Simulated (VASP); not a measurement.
# MgO (Pm) in VASP: further runs

Runs on MgO. Level: r2SCAN. Tasks: single point.

Everything below comes from runs of VASP 6.6.1. Logs are shortened: lines on timing, memory, paths and dates and some standing lists are left out, and cuts for length are marked.

### 1 The cell of the first run

It takes space group Pm (No. 6, monoclinic). The conventional cell has a = 2.938 Å, b = 2.680 Å, c = 2.938 Å, α = 90.00°, β = 120.00°, γ = 90.00°. Mg (site symmetry m) has 6 O at 2.11 to 2.24 Å and 2 Mg at 2.68 Å within 2.8 Å. Within 2.8 Å of O (site symmetry m) lie 6 Mg at 2.11 to 2.24 Å and 2 O at 2.68 Å.

### 2 Single point, r2SCAN (all Mg atoms moved -0.100 Å, as atom 1 along Cartesian [1 -1 0])

File POSCAR:

```
MgO
1.0
    2.9380209034      0.0000000000      0.0000000000
   -1.4690104517      2.5444007392      0.0000000000
    0.0000000000      0.0000000000      2.6796800000
Mg O
1 1
Direct
   -0.0101721023      0.0277907002      0.0000000000
    0.3333333333      0.6666666667      0.5000000000
```

File INCAR.step1:

```
  PREC = Accurate
  ENCUT = 520
  ISMEAR = 0
  SIGMA = 0.05
  LREAL = False
  LASPH = True
  NELM = 100
  NBANDS = 11
  GGA = PE
  ALGO = Normal
  EDIFF = 1E-4
  LWAVE = True
  LCHARG = False
```

File INCAR.step2:

```
  PREC = Accurate
  ENCUT = 520
  EDIFF = 1E-7
  ISMEAR = 0
  SIGMA = 0.05
  LREAL = False
  LASPH = True
  NELM = 100
  ALGO = Normal
  ISIF = 2
  LWAVE = False
  LCHARG = False
  METAGGA = R2SCAN
  LMIXTAU = True
  NBANDS = 11
  ISTART = 1
```

File KPOINTS:

```
Automatic mesh
0
Gamma
  9 9 8
```

Potentials or basis: VASP PAW PBE potentials, release 64 (Mg, O).

Launch:

```
cat potpaw_PBE.64/Mg/POTCAR potpaw_PBE.64/O/POTCAR > POTCAR
cp INCAR.step1 INCAR
mpirun -np 1 vasp_std > vasp.out
cp INCAR.step2 INCAR
mpirun -np 1 vasp_std > vasp.out
```

OUTCAR:

```text
PREC = Accurate
   ENCUT = 520
   EDIFF = 1E-7
   ISMEAR = 0
   LREAL = False
   LASPH = True
   NELM = 100
   ISIF = 2
   METAGGA = R2SCAN
   ISTART = 1

 ion  position               nearest neighbor table
   1  0.990  0.028  0.000-   2 2.11   2 2.11   2 2.14   2 2.14   2 2.24   2 2.24
   2  0.333  0.667  0.500-   1 2.11   1 2.11   1 2.14   1 2.14   1 2.24   1 2.24

  LATTYP: Found a hexagonal cell.
 ALAT       =     2.9380209034
 C/A-ratio  =     0.9120697531

  Lattice vectors:

 A1 = (   2.9380209034,   0.0000000000,   0.0000000000)
 A2 = (  -1.4690104517,   2.5444007392,   0.0000000000)
 A3 = (   0.0000000000,   0.0000000000,   2.6796800000)

Analysis of symmetry for initial positions (statically):
=====================================================================
 Subroutine PRICEL returns:
 Original cell was already a primitive cell.

 Routine SETGRP: Setting up the symmetry group for a
 hexagonal supercell.

 Subroutine GETGRP returns: Found  2 space group operations
 (whereof  2 operations were pure point group operations)
 out of a pool of 24 trial point group operations.

The static configuration has the point symmetry C_1h.

Analysis of symmetry for dynamics (positions and initial velocities):
=====================================================================
 Subroutine PRICEL returns:
 Original cell was already a primitive cell.

 Routine SETGRP: Setting up the symmetry group for a
 hexagonal supercell.

 Subroutine GETGRP returns: Found  2 space group operations
 (whereof  2 operations were pure point group operations)
 out of a pool of 24 trial point group operations.

The dynamic configuration has the point symmetry C_1h.

 Subroutine INISYM returns: Found  2 space group operations
 (whereof  2 operations are pure point group operations),
 and found     1 'primitive' translations

----------------------------------------------------------------------------------------

                                     Primitive cell

  volume of cell :      20.0320

  direct lattice vectors                    reciprocal lattice vectors
     2.938020903  0.000000000  0.000000000     0.340365175  0.196509926  0.000000000
    -1.469010452  2.544400739  0.000000000     0.000000000  0.393019851  0.000000000
     0.000000000  0.000000000  2.679680000     0.000000000  0.000000000  0.373178887

  length of vectors
     2.938020903  2.938020903  2.679680000     0.393019851  0.393019851  0.373178887
[... 82 lines left out ...]
   LREAL  =      F    real-space projection
   EDIFFG = 0.1E-05   stopping-criterion for IOM
   NSW    =      0    number of steps for IOM
   IBRION =     -1    ionic relax: 0-MD 1-quasi-New 2-CG
   NFREE  =      0    steps in history (QN), initial steepest desc. (CG)
   ISIF   =      2    stress and relaxation
   ISYM   =      2    0-nonsym 1-usesym 2-fastsym
   POTIM  = 0.5000    time-step for ionic-motion
   TEBEG  =    0.0;   TEEND  =   0.0 temperature during run
   PSTRESS=    0.0 pullay stress
   NELECT =       8.0000    total number of electrons
   NUPDOWN=      -1.0000    fix difference up-down
   EMIN   =  10.00;   EMAX   =-10.00  energy-range for DOS
   EFERMI =   0.00;   METHOD = LEGACY
   ISMEAR =     0;   SIGMA  =   0.05  broadening in eV -4-tet -1-fermi 0-gaus
   EFERMI_NEDOS =   21; number of points for ismear=-14 and -15
   IALGO  =     38    algorithm
   IMIX   =      4    mixing-type and parameters
     AMIX     =   0.40;   BMIX     =  1.00
     AMIX_MAG =   1.60;   BMIX_MAG =  1.00
  volume/ion in A,a.u.               =      10.02        67.59
  Fermi-wavevector in a.u.,A,eV,Ry     =   1.205583  2.278221 19.775115  1.453430
  Thomas-Fermi vector in A             =   2.341275
   LORBIT       =      0    0 simple, 1 ext, 2 COOP (PROOUT), +10 PAW based schemes
   METAGGA = R2SCAN    functional components
   LHFCALC =     F    Hartree Fock is set to
   AEXX    =    0.0000 exact exchange contribution
   IVDW    =     0    specifies the selected vdW correction
   LEPSILON=     F    determine dielectric tensor
   LRPA    =     F    only Hartree local field effects (RPA)
 non-spin polarized calculation
 Gauss-broadening in eV      SIGMA  =   0.05
  energy-cutoff  :      520.00
  volume of cell :       20.03
 maximum number of plane-waves:       562
 NGX is ok and might be reduce to    24
   NGX = 11   NGY = 11   NGZ =  9

 number of electron       7.9999996 magnetization

 Free energy of the ion-electron system (eV)
  ---------------------------------------------------
  ext. energy  EPLUGINS =         0.00000000
  ---------------------------------------------------
  free energy    TOTEN  =       -15.38191217 eV

  energy without entropy =      -15.38191217  energy(sigma->0) =      -15.38191217

 E-fermi :   3.2920     XC(G=0): -11.2135

 val. band max:        2.9615839368   @ k =   0.0000   0.0000   0.5000
 cond. band min:       6.6929665055   @ k =   0.0000   0.0000   0.0000
 fundamental gap:      3.7313825687
 Fermi energy:         3.2919970677

 k-point     1 :       0.0000    0.0000    0.0000
  band No.  band energies     occupation
      1     -15.4543      2.00000
      2       2.2561      2.00000
      3       2.3859      2.00000
      4       2.5249      2.00000
      5       6.6930      0.00000
      6      15.8206      0.00000
      7      19.3626      0.00000
      8      19.6929      0.00000
      9      24.0142      0.00000
     10      25.1426      0.00000
     11      26.5489      0.00000
[... 309 lines left out ...]
 k-point    24 :      -0.1111    0.4444    0.0000
  band No.  band energies     occupation
      1     -14.5438      2.00000
      2      -1.4836      2.00000
      3       1.2884      2.00000
      4       2.8429      2.00000
      5      10.4965      0.00000
      6      14.4114      0.00000
      7      17.4866      0.00000
      8      21.6435      0.00000
      9      23.3022      0.00000
     10      26.0494      0.00000
     11      27.7276      0.00000

 [... further k-points ...]
[... 5 lines left out ...]
  --------------------------------------------------------------------------------------
  -------------------------------------------------------------------------------------
  Total       -0.6455291     -0.6995313     -0.7722005     -0.0570929      0.0000000      0.0000000
  in kB      -51.6301166    -55.9492708    -61.7614324     -4.5663489      0.0000000      0.0000000
  external PRESSURE =     -56.4469399 kB  Pullay stress =       0.0000000 kB

 VOLUME and BASIS-vectors are now :
 -----------------------------------------------------------------------------
  energy-cutoff  :      520.00
  volume of cell :       20.03
      direct lattice vectors                 reciprocal lattice vectors
     2.938020903  0.000000000  0.000000000     0.340365175  0.196509926  0.000000000
    -1.469010452  2.544400739  0.000000000     0.000000000  0.393019851  0.000000000
     0.000000000  0.000000000  2.679680000     0.000000000  0.000000000  0.373178887

 POSITION                                       TOTAL-FORCE (eV/Angst)
 -----------------------------------------------------------------------------------
      2.86731      0.07071      0.00000         0.178660     -0.241292      0.000000
     -0.00000      1.69627      1.33984        -0.178660      0.241292      0.000000
 -----------------------------------------------------------------------------------
    total drift:                                0.004453      0.004224      0.000000

  FREE ENERGIE OF THE ION-ELECTRON SYSTEM (eV)
  ---------------------------------------------------
  free  energy   TOTEN  =       -15.3819121718 eV

  energy  without entropy=      -15.3819121718  energy(sigma->0) =      -15.38191217
```

OUTCAR.step1:

```text
PREC = Accurate
   ENCUT = 520
   ISMEAR = 0
   LREAL = False
   LASPH = True
[... 559 lines left out ...]
      2.86731      0.07071      0.00000         0.178916     -0.243141      0.000000
     -0.00000      1.69627      1.33984        -0.178916      0.243141      0.000000
 -----------------------------------------------------------------------------------
    total drift:                                0.004120     -0.004207     -0.000000

  FREE ENERGIE OF THE ION-ELECTRON SYSTEM (eV)
  ---------------------------------------------------
  free  energy   TOTEN  =       -11.2145970999 eV

  energy  without entropy=      -11.2145970999  energy(sigma->0) =      -11.21459710
```

Run time: 2.3 min. Hardware: 1 thread of Intel Xeon 8259CL, shared host; peak memory 0.18 GiB.

What came out:

```
Free energy            : -15.3819 eV
Pressure               : -5.6 GPa
Largest force          : 0.300 eV/Å
Band gap on the k mesh : 3.73 eV (least direct gap 4.17 eV)
```

Forces on the atoms (eV/Å):
```
Mg   0.179 -0.241  0.000
O   -0.179  0.241  0.000
```

Caveat: the cell differs from its parent crystal (all Mg atoms moved -0.100 Å, as atom 1 along Cartesian [1 -1 0]); the cell stands under tension; the PAW data sets were made with another functional, which shifts forces and pressure a little; an odd mesh through Γ misses points on the zone boundary, where band edges can lie.

### 3 Single point, r2SCAN (all Mg atoms moved +0.050 Å, as atom 1 along Cartesian [1 -1 0])

POSCAR, as its differences from that of step 2:

```diff
@@ -8,3 +8,3 @@
 Direct
-   -0.0101721023      0.0277907002      0.0000000000
+    0.0050860511     -0.0138953501      0.0000000000
     0.3333333333      0.6666666667      0.5000000000
```

File INCAR.step1:

```
SYSTEM = MgO
PREC = Accurate
ENCUT = 520
ISMEAR = 0
SIGMA = 0.05
LREAL = .False.
LASPH = .True.
NELM = 80
NBANDS = 11
GGA = PE
ALGO = Normal
EDIFF = 1E-4
LWAVE = .True.
LCHARG = .False.
```

File INCAR.step2:

```
SYSTEM = MgO
PREC = Accurate
ENCUT = 520
EDIFF = 1E-7
ISMEAR = 0
SIGMA = 0.05
LREAL = .False.
LASPH = .True.
NELM = 80
ALGO = Normal
ISIF = 2
LWAVE = .False.
LCHARG = .False.
METAGGA = R2SCAN
LMIXTAU = .True.
NBANDS = 11
ISTART = 1
```

File KPOINTS:

```
Automatic mesh
0
Gamma
  9 9 8
  0 0 0
```

Potentials or basis: VASP PAW PBE potentials, release 64 (Mg, O).

Launch:

```
cat potpaw_PBE.64/Mg/POTCAR potpaw_PBE.64/O/POTCAR > POTCAR
cp INCAR.step1 INCAR
mpirun -np 1 vasp_std > vasp.out
cp INCAR.step2 INCAR
mpirun -np 1 vasp_std > vasp.out
```

Run time: 2.2 min. Hardware: 1 thread of Intel Xeon 8259CL, shared host; peak memory 0.18 GiB.

Results (log left out):

| Quantity | Value |
| --- | --- |
| Free energy | -15.3929 eV |
| Pressure | -6.1 GPa |
| Largest force | 0.181 eV/Å |
| Band gap on the k mesh | 3.76 eV (least direct gap 4.17 eV) |

Forces on the atoms (eV/Å):
```
Mg  -0.137  0.119  0.000
O    0.137 -0.119  0.000
```

Stress tensor (GPa, compression positive):
```
-5.87  0.05  0.00
 0.05 -5.63  0.00
 0.00  0.00 -6.72
```

Levels at points of the mesh, in eV from the valence-band top:
```tsv
k point	band 1	band 2	band 3	band 4	band 5	band 6	band 7	band 8
(0.00, 0.00, 0.00)	-18.39	-0.65	-0.59	-0.41	3.76	12.88	16.50	16.65
(0.00, 0.00, 0.50)	-17.35	-5.35	-0.16	-0.04	9.17	9.90	18.53	18.66
```

Caveat: the cell differs from its parent crystal (all Mg atoms moved +0.050 Å, as atom 1 along Cartesian [1 -1 0]); the cell stands under tension; the PAW data sets were made with another functional, which shifts forces and pressure a little; an odd mesh through Γ misses points on the zone boundary, where band edges can lie.
